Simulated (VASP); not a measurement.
A run of VASP 6.6.1 is set up as follows.

INCAR

```
PREC = Accurate
ENCUT = 520
EDIFF = 1E-6
ISMEAR = 0
SIGMA = 0.1
LREAL = F
LASPH = T
NELM = 100
ALGO = Normal
ISIF = 2
LWAVE = F
LCHARG = F
GGA = PE
NBANDS = 33
```

File KPOINTS:

```
regular mesh
0
Gamma
  12 12 8
```

POSCAR

```
Al2Zn3O
1.0
    4.9383269642      0.0000000000      0.0000000000
   -2.4691634821      4.2767166032      0.0000000000
    0.0000000000      0.0000000000      4.5927489347
Al Zn O
2 3 1
Direct
    0.3333333333      0.6666666667      0.0000000000
    0.6666666667      0.3333333333      0.0000000000
    0.5000000000      0.0000000000      0.5000000000
    0.5000000000      0.5000000000      0.5000000000
    0.0000000000      0.5000000000      0.5000000000
    0.0000000000      0.0000000000      0.0000000000
```

Potentials or basis: VASP PAW PBE potentials, release 64 (Al, Zn, O).

The run is started by

```sh
$ cat potpaw_PBE.64/Al/POTCAR potpaw_PBE.64/Zn/POTCAR potpaw_PBE.64/O/POTCAR > POTCAR
$ mpirun -np 1 vasp_std > vasp.out
```

(1) What does it give for the pressure?

(2) What does it give for the band gap on the k mesh?

Answers

(1) 0.1 GPa.

(2) zero (band 24 reaches 3.92 eV, above the bottom of band 25 at 3.18 eV).
